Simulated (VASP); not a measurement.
# TeS2 (Pnnm) in VASP: single point with r2SCAN

Aim: the single point of TeS2 with r2SCAN.

All numbers are computed with VASP 6.6.1; they aren't measurements. Logs are shortened: lines on timing, memory, paths and dates and some standing lists are left out, and cuts for length are marked.

### Step 1. The cell of the first run

Symmetry: Pnnm, No. 58, orthorhombic system. The conventional cell has a = 6.102 Å, b = 6.422 Å, c = 3.831 Å, α = 90.00°, β = 90.00°, γ = 90.00°. Te (site symmetry 2/m) has 6 S at 2.64 to 2.70 Å within 3.5 Å. S (site symmetry m) has 3 Te at 2.64 to 2.70 Å and 12 S at 3.60 to 3.83 Å within 3.9 Å.

### Step 2. Single point, r2SCAN

POSCAR

```
TeS2
1.0
    6.1023866420      0.0000000000      0.0000000000
    0.0000000000      6.4223406765      0.0000000000
    0.0000000000      0.0000000000      3.8307654863
Te S
2 4
Direct
    0.5000000000      0.5000000000      0.5000000000
    0.0000000000      0.0000000000      0.0000000000
    0.2519658263      0.8488305046      0.5000000000
    0.7519658263      0.6511694954      0.0000000000
    0.7480341737      0.1511694954      0.5000000000
    0.2480341737      0.3488305046      0.0000000000
```

INCAR.step1

```
PREC = Accurate
ENCUT = 520
ISMEAR = 0
SIGMA = 0.1
LREAL = F
LASPH = T
NELM = 100
NBANDS = 27
GGA = PE
ALGO = Normal
EDIFF = 1E-4
LWAVE = T
LCHARG = F
```

INCAR.step2

```
PREC = Accurate
ENCUT = 520
EDIFF = 1E-7
ISMEAR = 0
SIGMA = 0.1
LREAL = F
LASPH = T
NELM = 100
ALGO = Normal
ISIF = 2
LWAVE = F
LCHARG = F
METAGGA = R2SCAN
LMIXTAU = T
NBANDS = 27
ISTART = 1
```

KPOINTS

```
Automatic mesh
0
Gamma
  6 6 10
```

Potentials or basis: VASP PAW PBE potentials, release 64 (Te, S).

The run is started by

```
$ cat potpaw_PBE.64/Te/POTCAR potpaw_PBE.64/S/POTCAR > POTCAR
$ cp INCAR.step1 INCAR
$ mpirun -np 1 vasp_std > vasp.out
$ cp INCAR.step2 INCAR
$ mpirun -np 1 vasp_std > vasp.out
```

OUTCAR:

```text
PREC = Accurate
   ENCUT = 520
   EDIFF = 1E-7
   ISMEAR = 0
   LREAL = F
   LASPH = T
   NELM = 100
   ISIF = 2
   METAGGA = R2SCAN
   ISTART = 1

 ion  position               nearest neighbor table
   1  0.500  0.500  0.500-   4 2.64   6 2.64   4 2.64   6 2.64   5 2.70   3 2.70
   2  0.000  0.000  0.000-   3 2.64   5 2.64   3 2.64   5 2.64   4 2.70   6 2.70
   3  0.252  0.849  0.500-   2 2.64   2 2.64   1 2.70
   4  0.752  0.651  0.000-   1 2.64   1 2.64   2 2.70
   5  0.748  0.151  0.500-   2 2.64   2 2.64   1 2.70
   6  0.248  0.349  0.000-   1 2.64   1 2.64   2 2.70

  LATTYP: Found a simple orthorhombic cell.
 ALAT       =     3.8307654863
 B/A-ratio  =     1.5929940540
 C/A-ratio  =     1.6765162732

  Lattice vectors:

 A1 = (   0.0000000000,   0.0000000000,   3.8307654863)
 A2 = (   6.1023866420,   0.0000000000,   0.0000000000)
 A3 = (   0.0000000000,   6.4223406765,   0.0000000000)

Analysis of symmetry for initial positions (statically):
=====================================================================
 Subroutine PRICEL returns:
 Original cell was already a primitive cell.

 Routine SETGRP: Setting up the symmetry group for a
 simple orthorhombic supercell.

 Subroutine GETGRP returns: Found  8 space group operations
 (whereof  4 operations were pure point group operations)
 out of a pool of  8 trial point group operations.

The static configuration has the point symmetry C_2h.
 The point group associated with its full space group is D_2h.

Analysis of symmetry for dynamics (positions and initial velocities):
=====================================================================
 Subroutine PRICEL returns:
 Original cell was already a primitive cell.

 Routine SETGRP: Setting up the symmetry group for a
 simple orthorhombic supercell.

 Subroutine GETGRP returns: Found  8 space group operations
 (whereof  4 operations were pure point group operations)
 out of a pool of  8 trial point group operations.

The dynamic configuration has the point symmetry C_2h.
 The point group associated with its full space group is D_2h.

 Subroutine INISYM returns: Found  8 space group operations
 (whereof  4 operations are pure point group operations),
 and found     1 'primitive' translations

----------------------------------------------------------------------------------------

                                     Primitive cell

  volume of cell :     150.1339

  direct lattice vectors                    reciprocal lattice vectors
     6.102386642  0.000000000  0.000000000     0.163870312  0.000000000  0.000000000
     0.000000000  6.422340677  0.000000000     0.000000000  0.155706471  0.000000000
     0.000000000  0.000000000  3.830765486     0.000000000  0.000000000  0.261044432

  length of vectors
     6.102386642  6.422340677  3.830765486     0.163870312  0.155706471  0.261044432

  position of ions in fractional coordinates (direct lattice)
     0.500000000  0.500000000  0.500000000
     0.000000000  0.000000000  0.000000000
     0.251965826  0.848830505  0.500000000
     0.751965826  0.651169495  0.000000000
     0.748034174  0.151169495  0.500000000
     0.248034174  0.348830505  0.000000000

  ion indices of the primitive-cell ions
   primitive index   ion index
                 1           1
                 2           2
                 3           3
                 4           4
                 5           5
                 6           6

----------------------------------------------------------------------------------------

 KPOINTS: Automatic mesh

Automatic generation of k-mesh.
 Grid dimensions read from file:
 generate k-points for:    6    6   10

 Generating k-lattice:

  Cartesian coordinates                     Fractional coordinates (reciprocal lattice)
     0.027311719  0.000000000  0.000000000     0.166666667  0.000000000  0.000000000
     0.000000000  0.025951078  0.000000000     0.000000000  0.166666667  0.000000000
     0.000000000  0.000000000  0.026104443     0.000000000  0.000000000  0.100000000

  Length of vectors
     0.027311719  0.025951078  0.026104443

  Shift w.r.t. Gamma in fractional coordinates (k-lattice)
     0.000000000  0.000000000  0.000000000

 Subroutine IBZKPT returns following result:
 ===========================================

 Found     96 irreducible k-points:

 Following reciprocal coordinates:
            Coordinates               Weight
  0.000000  0.000000  0.000000      1.000000
  0.166667  0.000000  0.000000      2.000000
  0.333333  0.000000  0.000000      2.000000
  0.500000  0.000000  0.000000      1.000000
  0.000000  0.166667  0.000000      2.000000
  0.166667  0.166667  0.000000      4.000000
[... 16 lines left out ...]
  0.333333  0.166667  0.100000      8.000000
  0.500000  0.166667  0.100000      4.000000
 [... further k-points ...]
   k-points           NKPTS =     96   k-points in BZ     NKDIM =     96   number of bands    NBANDS=     27
   number of dos      NEDOS =    301   number of ions     NIONS =      6
   total plane-waves  NPLWV =  64512
   dimension x,y,z NGX =    48 NGY =   48 NGZ =   28
   dimension x,y,z NGXF=    96 NGYF=   96 NGZF=   56
   ions per type =               2   4
   NGX,Y,Z   is equivalent  to a cutoff of  13.08, 12.43, 12.15 a.u.
   NGXF,Y,Z  is equivalent  to a cutoff of  26.15, 24.85, 24.30 a.u.
 SYSTEM =  unknown system
   PREC   = accura    normal or accurate (medium, high low for compatibility)
   ISTART =      1    job   : 0-new  1-cont  2-samecut
   ICHARG =      0    charge: 1-file 2-atom 10-const
   ISPIN  =      1    spin polarized calculation?
   LNONCOLLINEAR =      F non collinear calculations
   LSORBIT =      F    spin-orbit coupling
   LASPH  =      T    aspherical Exc in radial PAW
   ENCUT  =  520.0 eV  38.22 Ry    6.18 a.u.  11.35 11.94  7.12*2*pi/ulx,y,z
   NELM   =    100;   NELMIN=  2; NELMDL=  0     # of ELM steps
   EDIFF  = 0.1E-06   stopping-criterion for ELM
   LREAL  =      F    real-space projection
   EDIFFG = 0.1E-05   stopping-criterion for IOM
   NSW    =      0    number of steps for IOM
   IBRION =     -1    ionic relax: 0-MD 1-quasi-New 2-CG
   NFREE  =      0    steps in history (QN), initial steepest desc. (CG)
   ISIF   =      2    stress and relaxation
   ISYM   =      2    0-nonsym 1-usesym 2-fastsym
   POTIM  = 0.5000    time-step for ionic-motion
   TEBEG  =    0.0;   TEEND  =   0.0 temperature during run
   PSTRESS=    0.0 pullay stress
   NELECT =      36.0000    total number of electrons
   NUPDOWN=      -1.0000    fix difference up-down
   EMIN   =  10.00;   EMAX   =-10.00  energy-range for DOS
   EFERMI =   0.00;   METHOD = LEGACY
   ISMEAR =     0;   SIGMA  =   0.10  broadening in eV -4-tet -1-fermi 0-gaus
   EFERMI_NEDOS =   21; number of points for ismear=-14 and -15
   IALGO  =     38    algorithm
   IMIX   =      4    mixing-type and parameters
     AMIX     =   0.40;   BMIX     =  1.00
     AMIX_MAG =   1.60;   BMIX_MAG =  1.00
  volume/ion in A,a.u.               =      25.02       168.86
  Fermi-wavevector in a.u.,A,eV,Ry     =   1.017067  1.921977 14.074203  1.034425
  Thomas-Fermi vector in A             =   2.150446
   LORBIT       =      0    0 simple, 1 ext, 2 COOP (PROOUT), +10 PAW based schemes
   METAGGA = R2SCAN    functional components
   LHFCALC =     F    Hartree Fock is set to
   AEXX    =    0.0000 exact exchange contribution
   IVDW    =     0    specifies the selected vdW correction
   LEPSILON=     F    determine dielectric tensor
   LRPA    =     F    only Hartree local field effects (RPA)
 non-spin polarized calculation
 Gauss-broadening in eV      SIGMA  =   0.10
  energy-cutoff  :      520.00
  volume of cell :      150.13
 maximum number of plane-waves:      4082
 NGX is ok and might be reduce to    48
   NGX = 23   NGY = 23   NGZ = 15

 number of electron      35.9999998 magnetization

 Free energy of the ion-electron system (eV)
  ---------------------------------------------------
  ext. energy  EPLUGINS =         0.00000000
  ---------------------------------------------------
  free energy    TOTEN  =       -81.43075939 eV

  energy without entropy =      -81.42884378  energy(sigma->0) =      -81.42980159

 E-fermi :   4.7943     XC(G=0):  -9.7109

 val. band max:        4.7442435429   @ k =   0.1667   0.0000   0.2000
 cond. band min:       4.8596237747   @ k =   0.1667   0.3333   0.5000
 fundamental gap:      0.1153802319
 Fermi energy:         4.7943107888

 k-point     1 :       0.0000    0.0000    0.0000
  band No.  band energies     occupation
      1     -11.1970      2.00000
      2      -9.4854      2.00000
      3      -8.4815      2.00000
      4      -8.3742      2.00000
      5      -6.6703      2.00000
      6      -3.5444      2.00000
[... 19 lines left out ...]
     26      10.7266      0.00000
     27      12.0006      0.00000

 k-point     2 :       0.1667    0.0000    0.0000
  band No.  band energies     occupation
      1     -11.1257      2.00000
      2      -9.7211      2.00000
      3      -8.3561      2.00000
      4      -8.3503      2.00000
      5      -6.5315      2.00000
      6      -3.9676      2.00000
[... 19 lines left out ...]
     26      10.9187      0.00000
     27      12.1495      0.00000

 k-point     3 :       0.3333    0.0000    0.0000
  band No.  band energies     occupation
      1     -10.9162      2.00000
      2     -10.1606      2.00000
      3      -8.2901      2.00000
      4      -8.2318      2.00000
      5      -6.1173      2.00000
      6      -4.7352      2.00000
[... 594 lines left out ...]
      1     -10.7783      2.00000
      2     -10.1089      2.00000
      3      -8.4050      2.00000
      4      -8.1639      2.00000
      5      -6.0520      2.00000
      6      -4.8323      2.00000
[... 19 lines left out ...]
     26      11.3498      0.00000
     27      11.9890      0.00000

 k-point    24 :       0.5000    0.1667    0.1000
  band No.  band energies     occupation
      1     -10.4739      2.00000
      2     -10.4739      2.00000
      3      -8.2871      2.00000
      4      -8.2871      2.00000
      5      -5.4518      2.00000
      6      -5.4518      2.00000
[... 19 lines left out ...]
     26      11.1468      0.00000
     27      12.4303      0.00000

 [... further k-points ...]

------------------------ aborting loop because EDIFF is reached ----------------------------------------

  FORCE on cell =-STRESS in cart. coord.  units (eV):
  Direction    XX          YY          ZZ          XY          YZ          ZX
  --------------------------------------------------------------------------------------
  -------------------------------------------------------------------------------------
  Total       -0.1604981     -0.1546566     -0.1857441      0.0000000      0.0000000      0.0000000
  in kB       -1.7127806     -1.6504427     -1.9821975      0.0000000      0.0000000      0.0000000
  external PRESSURE =      -1.7818069 kB  Pullay stress =       0.0000000 kB

 VOLUME and BASIS-vectors are now :
 -----------------------------------------------------------------------------
  energy-cutoff  :      520.00
  volume of cell :      150.13
      direct lattice vectors                 reciprocal lattice vectors
     6.102386642  0.000000000  0.000000000     0.163870312  0.000000000  0.000000000
     0.000000000  6.422340677  0.000000000     0.000000000  0.155706471  0.000000000
     0.000000000  0.000000000  3.830765486     0.000000000  0.000000000  0.261044432

 POSITION                                       TOTAL-FORCE (eV/Angst)
 -----------------------------------------------------------------------------------
      3.05119      3.21117      1.91538         0.000000      0.000000      0.000000
      0.00000      0.00000      0.00000         0.000000      0.000000      0.000000
      1.53759      5.45148      1.91538        -0.004520      0.000175      0.000000
      4.58879      4.18203      0.00000        -0.004520     -0.000175     -0.000000
      4.56479      0.97086      1.91538         0.004520     -0.000175     -0.000000
      1.51360      2.24031      0.00000         0.004520      0.000175      0.000000
 -----------------------------------------------------------------------------------
    total drift:                               -0.000000      0.000000      0.000000

  FREE ENERGIE OF THE ION-ELECTRON SYSTEM (eV)
  ---------------------------------------------------
  free  energy   TOTEN  =       -81.4307593896 eV

  energy  without entropy=      -81.4288437841  energy(sigma->0) =      -81.42980159
```

Run time: 33 min. Hardware: 1 thread of Intel Xeon 8259CL, shared host; peak memory 0.48 GiB.

Results:

| Property | Result |
| --- | --- |
| Free energy | -81.4308 eV |
| Pressure | -0.2 GPa |
| Largest force | 0.005 eV/Å |
| Band gap on the k mesh | zero (bands 18 and 19 overlap by 0.44 eV) |

Forces on the atoms (eV/Å):
```
Te   0.000  0.000  0.000
Te   0.000  0.000  0.000
S   -0.005  0.000  0.000
S   -0.005  0.000  0.000
S    0.005  0.000  0.000
S    0.005  0.000  0.000
```

Caveat: the PAW data sets were made with another functional, which shifts forces and pressure a little; spin-orbit coupling is left out, which moves the levels of the heavy elements.

The gap in the log of VASP goes by the Fermi energy; the results here count the filled bands.